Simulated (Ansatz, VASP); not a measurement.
One calculation of Co, two programs

The input INCAR:

```
SYSTEM = Co
  PREC = Accurate
  ENCUT = 520
  EDIFF = 1E-6
  ISMEAR = -1
  SIGMA = 0.05
  LREAL = .FALSE.
  LASPH = .TRUE.
  NELM = 150
  ALGO = Normal
  ISIF = 2
  LWAVE = .FALSE.
  LCHARG = .TRUE.
  ISPIN = 2
  MAGMOM = 1.673
  LORBIT = 11
  LMAXMIX = 4
  GGA = PS
  LELF = .TRUE.
  LVHAR = .TRUE.
  NBANDS = 14
```

Contents of KPOINTS:

```
regular mesh
0
G
  17 17 17
  0 0 0
```

POSCAR

```
Co
1.0
    0.0000000000      1.7799517513      1.7799517513
    1.7799517513      0.0000000000      1.7799517513
    1.7799517513      1.7799517513      0.0000000000
Co
1
Direct
    0.0000000000      0.0000000000      0.0000000000
```

Input for Ansatz:

```yaml
crystal:
  lattice:
    - [0.0, 1.7799517513, 1.7799517513]
    - [1.7799517513, 0.0, 1.7799517513]
    - [1.7799517513, 1.7799517513, 0.0]
  atoms:
    - { symbol: Co, position: [0.0, 0.0, 0.0], spin: 1.673 }
hamiltonian:
  xc: pbesol
  pseudopotentials:
    kind: paw
    azcp:
      Co: "pseudopotentials/Co.paw.azcp"
basis:
  ecutwfc: 420
  fft_grid_basis: typed
kpoints:
  mp_grid: { grid: [17, 17, 17], shift: [0, 0, 0] }
magnetization:
  spin_polarized: true
scf:
  occupations: { method: fermi_dirac, width: 0.05 }
  lower_state_search: "off"
output:
  stress: true
```

Alike in both runs: task single point; functional PBEsol; k mesh 17 × 17 × 17; occupations fermi-dirac, width 0.05 eV; collinear spin.

```csv
,VASP,Ansatz
version,VASP 6.6.1,Ansatz 0.2.0
potentials or method,"VASP PAW PBE potentials, release 64 (Co), cutoff 520 eV","plane waves (420 eV) with PAW, scalar-relativistic"
valence electrons in the cell,9,17
```

|  | VASP | Ansatz | Ansatz less VASP |
| --- | --- | --- | --- |
| pressure (GPa) | -16.2 | -15.8 | +0.44 |
| net moment per atom (μB) | 1.67 | 1.68 | +0.007 |
| size of the moment on the site where the two differ most (μB) | 1.69 | 1.74 | +0.054 |

VASP's potentials were made for PBE, not for PBEsol, and Ansatz warns of the same on its side. Site moments also hang on the region over which each program counts them. The functional is the same, so the differences come from potentials, cutoffs and numerics. VASP's potentials hold 9 valence electrons a cell and Ansatz's 17, so a difference there can come from the potentials and not from the codes.
